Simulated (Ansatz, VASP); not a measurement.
**Two plane-wave programs on KCl**

File INCAR:

```
SYSTEM = KCl
PREC     = Accurate       ! precision mode
ENCUT    = 520            ! plane-wave cutoff, eV
EDIFF    = 1E-6           ! SCF threshold, eV
ISMEAR   = -1             ! smearing method
SIGMA    = 0.02           ! smearing width, eV
LREAL    = .False.        ! projectors in reciprocal space
LASPH    = .True.         ! aspherical terms in the spheres
NELM     = 100            ! most SCF steps
ALGO     = Normal         ! electronic algorithm
ISIF     = 2              ! what is computed and relaxed
LWAVE    = .False.        ! write WAVECAR
LCHARG   = .False.        ! write CHGCAR
GGA      = PE             ! functional
NBANDS   = 15             ! bands
```

KPOINTS

```
regular mesh
0
Gamma
  8 8 8
  0 0 0
```

The input POSCAR:

```
KCl
1.0
    0.0000000000      3.1247212928      3.1448483221
    3.1247212928      0.0000000000      3.1448483221
    3.1247212928      3.1247212928      0.0000000000
K Cl
1 1
Direct
    0.0000000000      0.0000000000      0.0000000000
    0.5000000000      0.5000000000      0.5000000000
```

Input for Ansatz:

```yaml
crystal:
  lattice:
    - [0.0, 3.1247212928, 3.1448483221]
    - [3.1247212928, 0.0, 3.1448483221]
    - [3.1247212928, 3.1247212928, 0.0]
  atoms:
    - { symbol: K, position: [0.0, 0.0, 0.0] }
    - { symbol: Cl, position: [0.5, 0.5, 0.5] }
kpoints:
  mp_grid: { grid: [8, 8, 8] }
  band_path:
    path:
      - [0.0, 0.0, 0.0]
      - [0.5, 0.0, 0.5]
      - [0.625, 0.25, 0.625]
      - [0.375, 0.375, 0.75]
      - [0.5, 0.5, 0.5]
      - [0.5, 0.25, 0.75]
    npoints: 1
hamiltonian:
  xc: pbe
scf:
  occupations: { method: fermi_dirac, width: 0.02 }
  n_extra_bands: 4
output:
  forces: true
  stress: true
  eigenvalues: true
```

Change from the starting cell: biaxial_xy strain -0.6%.

Alike in both runs: task single point; functional PBE; k mesh 8 × 8 × 8; occupations fermi-dirac, width 0.02 eV; no spin polarisation.

|  | VASP | Ansatz |
| --- | --- | --- |
| version | VASP 6.6.1 | Ansatz 0.2.0 |
| potentials or method | VASP PAW PBE potentials, release 64 (K_sv, Cl) | plane waves, PAW |
| plane-wave cutoff (eV) | 520 | 420 |
| valence electrons in the cell | 16 | 16 |

```tsv
	VASP	Ansatz	Ansatz less VASP
gap on the k mesh at the Fermi level (eV)	5.24	5.24	+0.002
pressure (GPa)	1.1	1.1	-0.03
traceless stress, the component that is largest in VASP (GPa)	-0.17	-0.17	+0.003
```

With one functional, cell and mesh, what is left measures potentials, basis and numerics.
